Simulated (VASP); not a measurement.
A run of VASP 6.6.1 is set up as follows.

POSCAR

```
SnO2
1.0
    0.0000000000      2.4321282924      2.4321282924
    2.4321282924      0.0000000000      2.4321282924
    2.4321282924      2.4321282924      0.0000000000
Sn O
1 2
Direct
    0.0000000000      0.0000000000      0.0000000000
    0.2500000000      0.2500000000      0.2500000000
    0.7500000000      0.7500000000      0.7500000000
```

The input INCAR.step1:

```
  PREC = Accurate
  ENCUT = 520
  EDIFF = 1E-5
  ISMEAR = 0
  SIGMA = 0.01
  LREAL = False
  LASPH = True
  NELM = 80
  ALGO = Normal
  ISIF = 2
  LWAVE = True
  GGA = PE
  NBANDS = 20
```

Contents of INCAR.step2:

```
  PREC = Accurate
  ENCUT = 520
  EDIFF = 1E-6
  ISMEAR = 0
  SIGMA = 0.01
  LREAL = False
  LASPH = True
  NELM = 80
  ALGO = Normal
  ISIF = 2
  LWAVE = False
  LCHARG = True
  GGA = PE
  LHFCALC = True
  HFSCREEN = 0.2079
  PRECFOCK = Normal
  LELF = True
  LVHAR = True
  ISTART = 1
  NBANDS = 20
```

KPOINTS

```
Automatic mesh
0
Gamma
  6 6 6
```

Potentials or basis: VASP PAW PBE potentials, release 64 (Sn_d, O).

Run with:

```console
$ cat potpaw_PBE.64/Sn_d/POTCAR potpaw_PBE.64/O/POTCAR > POTCAR
$ cp INCAR.step1 INCAR
$ mpirun -np 1 vasp_std > vasp.out
$ cp INCAR.step2 INCAR
$ mpirun -np 1 vasp_std > vasp.out
```

Task: Predict the pressure.

Result: 35.5 GPa.

Task: Predict the band gap on the k mesh.

Result: 3.19 eV (least direct gap 4.94 eV).

Caveat: the cell differs from its parent crystal (strain -4.0%); the cell stands under pressure; the structure was generated, so it needn't be the stable form of SnO2; the PAW data sets were made with another functional, which shifts forces and pressure a little; spin-orbit coupling is left out, which moves the levels of the heavy elements. A k mesh can miss the band edges.
